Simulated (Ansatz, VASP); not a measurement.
## Two plane-wave programs on Ga3Sb

```
Ga Sb
1.0
     5.55137    0.00000    0.00000
    -2.77569    4.80763    0.00000
     0.00000    0.00000    3.35978
Ga Sb
3 1
Direct
  0.50000 0.00000 0.34309
  0.00000 0.50000 0.34309
  0.50000 0.50000 0.34309
  0.00000 0.00000 0.84549
```

Alike in both runs: functional PBE; k mesh 6 × 6 × 4; occupations gaussian, width 0.1 eV; no spin polarisation.

Ansatz relaxed the structure, and its values are those at the end. VASP's run is a single point on that final structure, the one shown.

```csv
,VASP,Ansatz
version,VASP 6.6.1,Ansatz 0.2.0
potentials or method,"VASP PAW PBE potentials, release 64 (Ga_d, Sb), cutoff 520 eV","scalar-relativistic, plane waves, PAW"
valence electrons in the cell,44,54
```

|  | VASP | Ansatz | Ansatz less VASP |
| --- | --- | --- | --- |
| gap on the k mesh at the Fermi level (eV) | none | none | - |
| pressure (GPa) | 0.1 | 0.1 | +0.05 |

A gap of «none» marks a metal or a gap that the smearing closes. With one functional, cell and mesh, what is left measures potentials, basis and numerics. VASP's potentials hold 44 valence electrons a cell and Ansatz's 54, so a difference there can come from the potentials and not from the codes.

The k mesh is coarse, so the values compare programs but aren't converged. Spin-orbit coupling is off throughout.
